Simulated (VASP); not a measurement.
# Si (P3m1) in VASP: notebook, part 2 of 2

VASP 6.6.1. Earlier steps stand in the parts before.

### Step 4. Single point, PBE (atom 1 (Si) moved by (+0.000, -0.300) A along y and z)

File INCAR:

```
  ALGO = Normal
  EDIFF = 1E-6
  ENCUT = 520
  GGA = PE
  ISIF = 2
  ISMEAR = 0
  LASPH = T
  LCHARG = F
  LREAL = F
  LWAVE = F
  NBANDS = 16
  NELM = 100
  PREC = Accurate
  SIGMA = 0.05
```

File KPOINTS:

```
k-points
0
Gamma
  12 12 6
```

File POSCAR:

```
Si
1.0
    3.8313174605      0.0000000000      0.0000000000
   -1.9156587303      3.3180182508      0.0000000000
    0.0000000000      0.0000000000      6.3326220002
Si
4
Direct
    0.3333333333      0.6666666667      0.0156357581
    0.6666666667      0.3333333333      0.5630095000
    0.3333333333      0.6666666667      0.4369905000
    0.6666666667      0.3333333333      0.9369905000
```

Run with:

```bash
$ cat potpaw_PBE.64/Si/POTCAR > POTCAR
$ mpirun -np 1 vasp_std > vasp.out
```

It took 1.7 min on 1 thread of Intel Xeon 8259CL, shared host; peak memory 0.24 GiB.

The run converged. Its results:

| Item | Value |
| --- | --- |
| Free energy | -21.1615 eV |
| Pressure | 2.7 GPa |
| Largest force | 2.723 eV/Å |
| Band gap on the k mesh | zero (bands 8 and 9 overlap by 0.16 eV) |

Forces on the atoms (eV/Å):
```
Si   0.000  0.000  2.723
Si   0.000  0.000 -0.465
Si   0.000  0.000 -1.158
Si   0.000  0.000 -1.100
```

Stress tensor (GPa, compression positive):
```
 4.99  0.00  0.00
 0.00  4.99  0.00
 0.00  0.00 -1.92
```

Levels at points of the mesh, in eV from the Fermi level:
```csv
k point,band 4,band 5,band 6,band 7,band 8,band 9,band 10,band 11,band 12,band 13
"(0.00, 0.00, 0.00)",-2.10,-2.10,-0.40,-0.40,0.07,0.70,1.80,1.80,1.86,3.31
"(0.50, 0.00, 0.00)",-6.37,-4.50,-3.58,-2.77,-1.83,-0.07,2.03,3.43,3.43,3.78
"(0.00, 0.00, 0.50)",-3.62,-1.89,-1.89,-0.84,-0.84,0.87,1.88,2.28,2.28,3.07
"(0.50, 0.00, 0.50)",-7.20,-3.33,-2.62,-2.33,-1.90,0.37,0.68,1.19,1.67,5.46
```

Caveat: the cell differs from its parent crystal (atom 1 (Si) moved by (+0.000, -0.300) A along y and z); the stress differs along the axes, from -2 to 5 GPa; semilocal functionals underestimate gaps, and a narrow one can read as zero; forces of over 1 eV/Å act on the atoms, so gaps and moduli don't describe the material at rest.

### Step 5. Single point, PBE (atom 1 (Si) moved by (+0.000, +0.300) A along y and z)

File INCAR:

```
SYSTEM = Si
PREC     = Accurate       ! precision mode
ENCUT    = 520            ! plane-wave cutoff, eV
EDIFF    = 1E-7           ! SCF threshold, eV
ISMEAR   = 0              ! smearing method
SIGMA    = 0.05           ! smearing width, eV
LREAL    = .FALSE.        ! projectors in reciprocal space
LASPH    = .TRUE.         ! aspherical terms in the spheres
NELM     = 60             ! most SCF steps
ALGO     = Normal         ! electronic algorithm
ISIF     = 2              ! what is computed and relaxed
LWAVE    = .FALSE.        ! write WAVECAR
LCHARG   = .TRUE.         ! write CHGCAR
GGA      = PE             ! functional
LELF     = .TRUE.         ! ELF
LVHAR    = .TRUE.       
NBANDS   = 16             ! bands
```

File KPOINTS:

```
regular mesh
0
G
  12 12 6
  0 0 0
```

Edit POSCAR of step 4 so:

```diff
@@ -8,3 +8,3 @@
 Direct
-    0.3333333333      0.6666666667      0.0156357581
+    0.3333333333      0.6666666667      0.1103832419
     0.6666666667      0.3333333333      0.5630095000
```

Potentials or basis: VASP PAW PBE potentials, release 64 (Si).

Run with:

```bash
$ cat potpaw_PBE.64/Si/POTCAR > POTCAR
$ mpirun -np 1 vasp_std > vasp.out
```

OUTCAR:

```text
SYSTEM = Si
   PREC = Accurate
   ENCUT = 520
   EDIFF = 1E-7
   ISMEAR = 0
   LREAL = .FALSE.
   LASPH = .TRUE.
   NELM = 60
   ISIF = 2
   GGA = PE

 ion  position               nearest neighbor table
   1  0.333  0.667  0.110-   3 2.07   4 2.47   4 2.47   4 2.47
   2  0.667  0.333  0.563-   3 2.35   3 2.35   3 2.35   4 2.37
   3  0.333  0.667  0.437-   1 2.07   2 2.35   2 2.35   2 2.35
   4  0.667  0.333  0.937-   2 2.37   1 2.47   1 2.47   1 2.47

  LATTYP: Found a hexagonal cell.
 ALAT       =     3.8313174605
 C/A-ratio  =     1.6528575524

  Lattice vectors:

 A1 = (   3.8313174605,   0.0000000000,   0.0000000000)
 A2 = (  -1.9156587303,   3.3180182508,   0.0000000000)
 A3 = (   0.0000000000,   0.0000000000,   6.3326220002)

Analysis of symmetry for initial positions (statically):
=====================================================================
 Subroutine PRICEL returns:
 Original cell was already a primitive cell.

 Routine SETGRP: Setting up the symmetry group for a
 hexagonal supercell.

 Subroutine GETGRP returns: Found  6 space group operations
 (whereof  6 operations were pure point group operations)
 out of a pool of 24 trial point group operations.

The static configuration has the point symmetry C_3v.

Analysis of symmetry for dynamics (positions and initial velocities):
=====================================================================
 Subroutine PRICEL returns:
 Original cell was already a primitive cell.

 Routine SETGRP: Setting up the symmetry group for a
 hexagonal supercell.

 Subroutine GETGRP returns: Found  6 space group operations
 (whereof  6 operations were pure point group operations)
 out of a pool of 24 trial point group operations.

The dynamic configuration has the point symmetry C_3v.

 Subroutine INISYM returns: Found  6 space group operations
 (whereof  6 operations are pure point group operations),
 and found     1 'primitive' translations

[... 119 lines left out ...]
  volume/ion in A,a.u.               =      20.13       135.81
  Fermi-wavevector in a.u.,A,eV,Ry     =   0.955384  1.805414 12.418837  0.912759
  Thomas-Fermi vector in A             =   2.084217
   LORBIT       =      0    0 simple, 1 ext, 2 COOP (PROOUT), +10 PAW based schemes
   GGA     = PE    functional components
   LHFCALC =     F    Hartree Fock is set to
   AEXX    =    0.0000 exact exchange contribution
   IVDW    =     0    specifies the selected vdW correction
   LEPSILON=     F    determine dielectric tensor
   LRPA    =     F    only Hartree local field effects (RPA)
 non-spin polarized calculation
 Gauss-broadening in eV      SIGMA  =   0.05
  energy-cutoff  :      520.00
  volume of cell :       80.50
 maximum number of plane-waves:      2208
   NGX = 15   NGY = 15   NGZ = 23

 number of electron      15.9999999 magnetization

 Free energy of the ion-electron system (eV)
  ---------------------------------------------------
  ext. energy  EPLUGINS =         0.00000000
  ---------------------------------------------------
  free energy    TOTEN  =       -20.79661598 eV

  energy without entropy =      -20.79615774  energy(sigma->0) =      -20.79638686

 E-fermi :   6.4188     XC(G=0):  -9.3946

 val. band max:        6.3982347724   @ k =   0.0000   0.0000   0.1667
 cond. band min:       6.4604835315   @ k =   0.5000   0.0000   0.5000
 fundamental gap:      0.0622487590
 Fermi energy:         6.4187515906

 k-point     1 :       0.0000    0.0000    0.0000
  band No.  band energies     occupation
      1      -6.3359      2.00000
      2      -3.4878      2.00000
      3      -1.8437      2.00000
      4       4.4230      2.00000
      5       4.4230      2.00000
      6       4.8910      2.00000
[... 433 lines left out ...]
      3      -1.1028      2.00000
      4       2.6514      2.00000
      5       3.8083      2.00000
      6       3.9429      2.00000
[... 8 lines left out ...]
     15      11.0525      0.00000
     16      11.9388      0.00000

 [... further k-points ...]

------------------------ aborting loop because EDIFF is reached ----------------------------------------

  FORCE on cell =-STRESS in cart. coord.  units (eV):
  Direction    XX          YY          ZZ          XY          YZ          ZX
  --------------------------------------------------------------------------------------
  -------------------------------------------------------------------------------------
  Total       -0.6876865     -0.6876865      6.8302461      0.0000000      0.0000000      0.0000000
  in kB      -13.6864425    -13.6864425    135.9366185      0.0000000      0.0000000      0.0000000
  external PRESSURE =      36.1879112 kB  Pullay stress =       0.0000000 kB

 VOLUME and BASIS-vectors are now :
 -----------------------------------------------------------------------------
  energy-cutoff  :      520.00
  volume of cell :       80.50
      direct lattice vectors                 reciprocal lattice vectors
     3.831317461  0.000000000  0.000000000     0.261006823  0.150692360  0.000000000
    -1.915658730  3.318018251  0.000000000     0.000000000  0.301384720  0.000000000
     0.000000000  0.000000000  6.332622000     0.000000000  0.000000000  0.157912473

 POSITION                                       TOTAL-FORCE (eV/Angst)
 -----------------------------------------------------------------------------------
     -0.00000      2.21201      0.69902         0.000000      0.000000     -6.406381
      1.91566      1.10601      3.56533         0.000000      0.000000      0.432568
     -0.00000      2.21201      2.76730        -0.000000     -0.000000      4.144346
      1.91566      1.10601      5.93361        -0.000000      0.000000      1.829468
 -----------------------------------------------------------------------------------
    total drift:                                0.000000      0.000000      0.000018

  FREE ENERGIE OF THE ION-ELECTRON SYSTEM (eV)
  ---------------------------------------------------
  free  energy   TOTEN  =       -20.7966159827 eV

  energy  without entropy=      -20.7961577436  energy(sigma->0) =      -20.79638686
```

stdout:

```text
POSCAR found type information on POSCAR Si
 POSCAR found :  1 types and       4 ions
 scaLAPACK will be used
 LDA part: xc-table for (Slater+PW92), standard interpolation
 POSCAR, INCAR and KPOINTS ok, starting setup
 FFT: planning ... GRIDC
 FFT: planning ... GRID_SOFT
 FFT: planning ... GRID
 WAVECAR not read
 entering main loop
```

Wall time 2.2 min (1 thread of Intel Xeon 8259CL, shared host); peak memory 0.23 GiB.

What came out:

```
Free energy            : -20.7966 eV
Pressure               : 3.6 GPa
Largest force          : 6.406 eV/Å
Band gap on the k mesh : zero (bands 8 and 9 overlap by 0.30 eV)
```

Forces on the atoms (eV/Å):
```
Si   0.000  0.000 -6.406
Si   0.000  0.000  0.433
Si   0.000  0.000  4.144
Si   0.000  0.000  1.829
```

Levels at points of the mesh, in eV from the Fermi level:
```tsv
k point	band 6	band 7	band 8	band 9	band 10	band 11
(0.00, 0.00, 0.00)	-1.53	0.21	0.21	0.76	1.32	1.32
(0.50, 0.00, 0.00)	-3.79	-3.51	-1.27	0.07	1.95	2.06
(0.00, 0.00, 0.50)	-1.74	-0.58	-0.58	1.09	2.22	2.25
(0.50, 0.00, 0.50)	-3.21	-2.82	-2.07	0.04	0.53	1.14
```

Caveat: the cell differs from its parent crystal (atom 1 (Si) moved by (+0.000, +0.300) A along y and z); the stress differs along the axes, from -1 to 14 GPa; semilocal functionals underestimate gaps, and a narrow one can read as zero; forces of over 1 eV/Å act on the atoms, so gaps and moduli don't describe the material at rest.

### Step 6. The runs side by side

| cell | gap on the mesh (eV) | pressure (GPa) | largest force (eV/Å) |
| --- | --- | --- | --- |
| as given, atomic positions A | none | 4.6 | 2.78 |
| as given, atomic positions B | none | 15.1 | 19.55 |
| as given, atomic positions C | none | 2.7 | 2.72 |
| as given, atomic positions D | none | 3.6 | 6.41 |

Alike in all rows: task single point; level PBE; potentials or basis VASP PAW PBE potentials, release 64 (Si); no spin polarisation; k mesh 12 × 12 × 6; cutoff (eV) 520; smearing gaussian 0.05 eV.

Caveats: forces of over 1 eV/Å act on the atoms, so gaps and moduli don't describe the material at rest; semilocal functionals underestimate gaps, and a narrow one can read as zero (at least some runs); the stress differs along the axes, from -1 to 8 GPa (at least some runs); the stress differs along the axes, from -3 to 51 GPa (at least some runs); the stress differs along the axes, from -2 to 5 GPa (at least some runs); the stress differs along the axes, from -1 to 14 GPa (at least some runs).

Absolute energies hang on the potentials; compare differences alone.

The gap in the log of VASP goes by the Fermi energy; the results here count the filled bands.